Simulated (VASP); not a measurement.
# AgCl (P1) in VASP: single point with PBE

Aim: the single point of AgCl with PBE.

Everything below comes from runs of VASP 6.6.1. Logs are shortened: lines on timing, memory, paths and dates and some standing lists are left out, and cuts for length are marked.

### Step 1. The cell of the first run

The typed cell holds 8 atoms: a = 7.736 Å, b = 7.736 Å, c = 3.868 Å, α = 60.00°, β = 60.00°, γ = 60.00°.

### Step 2. Single point, PBE

INCAR

```
PREC = Accurate
ENCUT = 400
EDIFF = 1E-6
ISMEAR = -1
SIGMA = 0.1
LREAL = F
LASPH = T
NELM = 120
ALGO = Normal
ISIF = 2
LWAVE = F
LCHARG = F
GGA = PE
NBANDS = 46
GGA_COMPAT = F
```

KPOINTS

```
Automatic mesh
0
Gamma
  2 2 2
```

POSCAR

```
AgCl
1.0
    0.0000000000      5.4700000000      5.4700000000
    5.4700000000      0.0000000000      5.4700000000
    2.7350000000      2.7350000000      0.0000000000
Ag Cl
4 4
Direct
   -0.0014271481     -0.0015085009      0.0062455210
   -0.0031683729      0.4954120658      0.0362925046
    0.4962620658      0.0055611517     -0.0010974406
    0.5080127971      0.5045639854     -0.0272190128
    0.2353925046      0.2649199269      0.4641553931
    0.2717428702      0.7318006399      0.4812590494
    0.7422888483      0.2525380256      0.5274851920
    0.7515510055      0.7384828154      0.4838270567
```

Potentials or basis: VASP PAW PBE potentials, release 64 (Ag, Cl).

Started as:

```console
$ cat potpaw_PBE.64/Ag/POTCAR potpaw_PBE.64/Cl/POTCAR > POTCAR
$ mpirun -np 1 vasp_std > vasp.out
```

OUTCAR:

```text
PREC = Accurate
   ENCUT = 400
   EDIFF = 1E-6
   ISMEAR = -1
   LREAL = F
   LASPH = T
   NELM = 120
   ISIF = 2
   GGA = PE

 ion  position               nearest neighbor table
   1  0.999  0.998  0.006-   7 2.71   5 2.76   8 2.78   6 2.80   7 2.82   6 2.90
   2  0.997  0.495  0.036-   5 2.48   8 2.56   7 2.72   6 2.81   5 2.84   8 2.86
   3  0.496  0.006  0.999-   5 2.70   7 2.70   8 2.73   6 2.73   8 2.87   5 2.89
   4  0.508  0.505  0.973-   7 2.60   8 2.61   6 2.64   6 2.64   7 2.80   5 2.81
   5  0.235  0.265  0.464-   2 2.48   3 2.70   1 2.76   4 2.81   2 2.84   3 2.89
   6  0.272  0.732  0.481-   4 2.64   4 2.64   3 2.73   1 2.80   2 2.81   1 2.90
   7  0.742  0.253  0.527-   4 2.60   3 2.70   1 2.71   2 2.72   4 2.80   1 2.82
   8  0.752  0.738  0.484-   2 2.56   4 2.61   3 2.73   1 2.78   2 2.86   3 2.87

  LATTYP: Found a base centered orthorhombic cell.
 ALAT       =     7.7357481862
 B/A-ratio  =     1.4142135624
 C/A-ratio  =     0.5000000000

  Lattice vectors:

 A1 = (  -2.7350000000,   2.7350000000,  -5.4700000000)
 A2 = (  -2.7350000000,   2.7350000000,   5.4700000000)
 A3 = (   2.7350000000,   2.7350000000,   0.0000000000)

Analysis of symmetry for initial positions (statically):
=====================================================================
 Subroutine PRICEL returns:
 Original cell was already a primitive cell.

 Routine SETGRP: Setting up the symmetry group for a
 base centered orthorhombic supercell.

 Subroutine GETGRP returns: Found  1 space group operations
 (whereof  1 operations were pure point group operations)
 out of a pool of  8 trial point group operations.

The static configuration has the point symmetry C_1 .

Analysis of symmetry for dynamics (positions and initial velocities):
=====================================================================
 Subroutine PRICEL returns:
 Original cell was already a primitive cell.

 Routine SETGRP: Setting up the symmetry group for a
 base centered orthorhombic supercell.

 Subroutine GETGRP returns: Found  1 space group operations
 (whereof  1 operations were pure point group operations)
 out of a pool of  8 trial point group operations.

The dynamic configuration has the point symmetry C_1 .

 Subroutine INISYM returns: Found  1 space group operations
 (whereof  1 operations are pure point group operations),
 and found     1 'primitive' translations

----------------------------------------------------------------------------------------

                                     Primitive cell

  volume of cell :     163.6673

  direct lattice vectors                    reciprocal lattice vectors
     0.000000000  5.470000000  5.470000000    -0.091407678  0.091407678  0.091407678
     5.470000000  0.000000000  5.470000000     0.091407678 -0.091407678  0.091407678
     2.735000000  2.735000000  0.000000000     0.182815356  0.182815356 -0.182815356

  length of vectors
     7.735748186  7.735748186  3.867874093     0.158322743  0.158322743  0.316645486

  position of ions in fractional coordinates (direct lattice)
     0.998572852  0.998491499  0.006245521
     0.996831627  0.495412066  0.036292505
     0.496262066  0.005561152  0.998902559
     0.508012797  0.504563985  0.972780987
     0.235392505  0.264919927  0.464155393
     0.271742870  0.731800640  0.481259049
     0.742288848  0.252538026  0.527485192
     0.751551005  0.738482815  0.483827057

  ion indices of the primitive-cell ions
   primitive index   ion index
                 1           1
                 2           2
                 3           3
                 4           4
                 5           5
                 6           6
                 7           7
                 8           8

----------------------------------------------------------------------------------------

 KPOINTS: Automatic mesh

Automatic generation of k-mesh.
 Grid dimensions read from file:
 generate k-points for:    2    2    2

 Generating k-lattice:

  Cartesian coordinates                     Fractional coordinates (reciprocal lattice)
    -0.045703839  0.045703839  0.045703839     0.500000000  0.000000000  0.000000000
     0.045703839 -0.045703839  0.045703839     0.000000000  0.500000000  0.000000000
     0.091407678  0.091407678 -0.091407678     0.000000000  0.000000000  0.500000000

  Length of vectors
     0.079161371  0.079161371  0.158322743

  Shift w.r.t. Gamma in fractional coordinates (k-lattice)
     0.000000000  0.000000000  0.000000000

 Subroutine IBZKPT returns following result:
 ===========================================

 Found      8 irreducible k-points:

 Following reciprocal coordinates:
            Coordinates               Weight
  0.000000  0.000000  0.000000      1.000000
  0.500000  0.000000  0.000000      1.000000
  0.000000  0.500000  0.000000      1.000000
  0.500000  0.500000  0.000000      1.000000
  0.000000  0.000000  0.500000      1.000000
  0.500000  0.000000  0.500000      1.000000
  0.000000  0.500000  0.500000      1.000000
  0.500000  0.500000  0.500000      1.000000
   k-points           NKPTS =      8   k-points in BZ     NKDIM =      8   number of bands    NBANDS=     46
   number of dos      NEDOS =    301   number of ions     NIONS =      8
   total plane-waves  NPLWV =  70000
   dimension x,y,z NGX =    50 NGY =   50 NGZ =   28
   dimension x,y,z NGXF=   100 NGYF=  100 NGZF=   56
   ions per type =               4   4
   NGX,Y,Z   is equivalent  to a cutoff of  10.75, 10.75, 12.03 a.u.
   NGXF,Y,Z  is equivalent  to a cutoff of  21.49, 21.49, 24.07 a.u.
 SYSTEM =  unknown system
   PREC   = accura    normal or accurate (medium, high low for compatibility)
   ISTART =      0    job   : 0-new  1-cont  2-samecut
   ICHARG =      2    charge: 1-file 2-atom 10-const
   ISPIN  =      1    spin polarized calculation?
   LNONCOLLINEAR =      F non collinear calculations
   LSORBIT =      F    spin-orbit coupling
   LASPH  =      T    aspherical Exc in radial PAW
   ENCUT  =  400.0 eV  29.40 Ry    5.42 a.u.  12.62 12.62  6.31*2*pi/ulx,y,z
   NELM   =    120;   NELMIN=  2; NELMDL= -5     # of ELM steps
   EDIFF  = 0.1E-05   stopping-criterion for ELM
   LREAL  =      F    real-space projection
   EDIFFG = 0.1E-04   stopping-criterion for IOM
   NSW    =      0    number of steps for IOM
   IBRION =     -1    ionic relax: 0-MD 1-quasi-New 2-CG
   NFREE  =      0    steps in history (QN), initial steepest desc. (CG)
   ISIF   =      2    stress and relaxation
   ISYM   =      2    0-nonsym 1-usesym 2-fastsym
   POTIM  = 0.5000    time-step for ionic-motion
   TEBEG  =    0.0;   TEEND  =   0.0 temperature during run
   PSTRESS=    0.0 pullay stress
   NELECT =      72.0000    total number of electrons
   NUPDOWN=      -1.0000    fix difference up-down
   EMIN   =  10.00;   EMAX   =-10.00  energy-range for DOS
   EFERMI =   0.00;   METHOD = LEGACY
   ISMEAR =    -1;   SIGMA  =   0.10  broadening in eV -4-tet -1-fermi 0-gaus
   EFERMI_NEDOS =   21; number of points for ismear=-14 and -15
   IALGO  =     38    algorithm
   IMIX   =      4    mixing-type and parameters
     AMIX     =   0.40;   BMIX     =  1.00
     AMIX_MAG =   1.60;   BMIX_MAG =  1.00
  volume/ion in A,a.u.               =      20.46       138.06
  Fermi-wavevector in a.u.,A,eV,Ry     =   1.245083  2.352866 21.092186  1.550232
  Thomas-Fermi vector in A             =   2.379321
   LORBIT       =      0    0 simple, 1 ext, 2 COOP (PROOUT), +10 PAW based schemes
   GGA     = PE    functional components
   LHFCALC =     F    Hartree Fock is set to
   AEXX    =    0.0000 exact exchange contribution
   IVDW    =     0    specifies the selected vdW correction
   LEPSILON=     F    determine dielectric tensor
   LRPA    =     F    only Hartree local field effects (RPA)
 non-spin polarized calculation
  energy-cutoff  :      400.00
  volume of cell :      163.67
 maximum number of plane-waves:      2996
   NGX = 25   NGY = 25   NGZ = 13

 number of electron      72.0000007 magnetization

 Free energy of the ion-electron system (eV)
  ---------------------------------------------------
  ext. energy  EPLUGINS =         0.00000000
  ---------------------------------------------------
  free energy    TOTEN  =       -20.70914439 eV

  energy without entropy =      -20.69904863  energy(sigma->0) =      -20.70409651

 E-fermi :   4.9622     XC(G=0): -10.1633

 val. band max:        4.4539932686   @ k =   0.0000   0.0000   0.5000
 cond. band min:       5.2887178414   @ k =   0.0000   0.0000   0.0000
 fundamental gap:      0.8347245728
 Fermi energy:         4.9621695917

 k-point     1 :       0.0000    0.0000    0.0000
  band No.  band energies     occupation
      1     -11.0528      2.00000
      2     -10.5656      2.00000
      3     -10.5470      2.00000
      4     -10.4777      2.00000
      5      -1.2386      2.00000
      6      -1.2327      2.00000
[... 38 lines left out ...]
     45      12.0998      0.00000
     46      12.2163      0.00000

 k-point     2 :       0.5000    0.0000    0.0000
  band No.  band energies     occupation
      1     -10.8510      2.00000
      2     -10.7730      2.00000
      3     -10.5641      2.00000
      4     -10.4814      2.00000
      5      -0.7046      2.00000
      6      -0.5394      2.00000
[... 38 lines left out ...]
     45      12.5971      0.00000
     46      12.7143      0.00000

 k-point     3 :       0.0000    0.5000    0.0000
  band No.  band energies     occupation
      1     -10.8714      2.00000
      2     -10.7480      2.00000
      3     -10.5536      2.00000
      4     -10.4963      2.00000
      5      -0.6708      2.00000
      6      -0.5989      2.00000
[... 234 lines left out ...]
     45      12.4329      0.00000
     46      12.5953      0.00000

 k-point     8 :       0.5000    0.5000    0.5000
  band No.  band energies     occupation
      1     -10.6467      2.00000
      2     -10.5553      2.00000
      3     -10.4952      2.00000
      4     -10.4427      2.00000
      5      -0.8074      2.00000
      6      -0.7004      2.00000
[... 38 lines left out ...]
     45      12.2014      0.00000
     46      12.3143      0.00000

------------------------ aborting loop because EDIFF is reached ----------------------------------------

  FORCE on cell =-STRESS in cart. coord.  units (eV):
  Direction    XX          YY          ZZ          XY          YZ          ZX
  --------------------------------------------------------------------------------------
  -------------------------------------------------------------------------------------
  Total        7.0094210      7.2462205      2.9233451      1.1459165      0.0699478     -0.0412339
  in kB       68.6168453     70.9349311     28.6173023     11.2176420      0.6847356     -0.4036485
  external PRESSURE =      56.0563596 kB  Pullay stress =       0.0000000 kB

 VOLUME and BASIS-vectors are now :
 -----------------------------------------------------------------------------
  energy-cutoff  :      400.00
  volume of cell :      163.67
      direct lattice vectors                 reciprocal lattice vectors
     0.000000000  5.470000000  5.470000000    -0.091407678  0.091407678  0.091407678
     5.470000000  0.000000000  5.470000000     0.091407678 -0.091407678  0.091407678
     2.735000000  2.735000000  0.000000000     0.182815356  0.182815356 -0.182815356

 POSITION                                       TOTAL-FORCE (eV/Angst)
 -----------------------------------------------------------------------------------
      5.47883      5.47927     10.92394        -0.028576      0.110004     -0.012198
      2.80916      5.55193      8.16257        -0.364514     -0.600058      0.133395
      2.76242      5.44655      2.74497        -0.086946     -0.083715     -0.037136
      5.42052      5.43939      5.53880         0.169608      0.151252     -0.233788
      2.71858      2.55706      2.73671        -0.030169      0.760821     -0.158643
      5.31919      2.80268      5.48938         0.257566     -0.527551      0.107183
      2.82406      5.50299      5.44170        -0.421579      0.149763     -0.271516
      5.36277      5.43425      8.15049         0.504609      0.039484      0.472703
 -----------------------------------------------------------------------------------
    total drift:                                0.000360     -0.000200     -0.000610

  FREE ENERGIE OF THE ION-ELECTRON SYSTEM (eV)
  ---------------------------------------------------
  free  energy   TOTEN  =       -20.7091443931 eV

  energy  without entropy=      -20.6990486278  energy(sigma->0) =      -20.70409651
```

Run time: 28 s. Hardware: 1 thread of Intel Xeon 6975P-C (Granite Rapids), shared host; peak memory 0.25 GiB.

Results:

```yaml
Free_energy: -20.7091 eV
Pressure: 5.6 GPa
Largest_force: 0.778 eV/Å
Band_gap_on_the_k_mesh: 0.83 eV (least direct gap 0.86 eV)
```

Forces in eV/Å, atoms in the order of the input:
```
Ag  -0.029  0.110 -0.012
Ag  -0.365 -0.600  0.133
Ag  -0.087 -0.084 -0.037
Ag   0.170  0.151 -0.234
Cl  -0.030  0.761 -0.159
Cl   0.258 -0.528  0.107
Cl  -0.422  0.150 -0.272
Cl   0.505  0.039  0.473
```

Caveat: the k points lie up to 0.81 Å⁻¹ apart. A k mesh can miss the band edges.
